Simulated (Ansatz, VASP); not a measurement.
## LiC2 in VASP and in Ansatz

```
Li C
1.0
     3.12634    0.00000    0.00000
    -1.56317    2.70749    0.00000
     0.00000    0.00000    4.24775
Li C
1 2
Direct
  0.00000 0.00000 0.00000
  0.66667 0.33333 0.65025
  0.66667 0.33333 0.34975
```

Alike in both runs: functional PBE; k mesh 6 × 6 × 4; occupations gaussian, width 0.1 eV; no spin polarisation.

Ansatz relaxed the structure, and its values are those at the end. VASP's run is a single point on that final structure, the one shown.

|  | VASP | Ansatz |
| --- | --- | --- |
| version | VASP 6.6.1 | Ansatz 0.2.0 |
| potentials or method | VASP PAW PBE potentials, release 64 (Li_sv, C), cutoff 520 eV | scalar-relativistic, plane waves, PAW |
| valence electrons in the cell | 11 | 11 |

```tsv
	VASP	Ansatz	Ansatz less VASP
gap on the k mesh at the Fermi level (eV)	none	none	-
rms of the force components (eV/Å)	0.048	0.004	-0.0448
```

A gap of «none» marks a metal or a gap that the smearing closes. With one functional, cell and mesh, what is left measures potentials, basis and numerics.

The k mesh is coarse, so the values compare programs but aren't converged. Noted on VASP's run: the cutoff is short for stress, so the pressure is rough.
